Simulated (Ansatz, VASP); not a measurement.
# Cu in VASP and in Ansatz

```
CELL_PARAMETERS angstrom
2.32773 0.00000 0.00000
0.00000 2.32773 0.00000
0.00000 0.00000 2.32773
ATOMIC_POSITIONS crystal
Cu 0.00000 0.00000 0.00000
```

Alike in both runs: task single point; functional PBEsol; k mesh 15 × 15 × 15; occupations fermi-dirac, width 0.1 eV; no spin polarisation.

|  | VASP | Ansatz |
| --- | --- | --- |
| version | VASP 6.6.1 | Ansatz 0.2.0 |
| potentials or method | VASP PAW PBE potentials, release 64 (Cu), cutoff 520 eV | plane waves (420 eV) with PAW, scalar-relativistic |
| valence electrons in the cell | 11 | 19 |

|  | VASP | Ansatz | Ansatz less VASP |
| --- | --- | --- | --- |
| pressure (GPa) | 6.1 | 5.5 | -0.54 |

VASP's potentials were made for PBE, not for PBEsol, and Ansatz warns of the same on its side. VASP's potentials hold 11 valence electrons a cell and Ansatz's 19, so a difference there can come from the potentials and not from the codes.
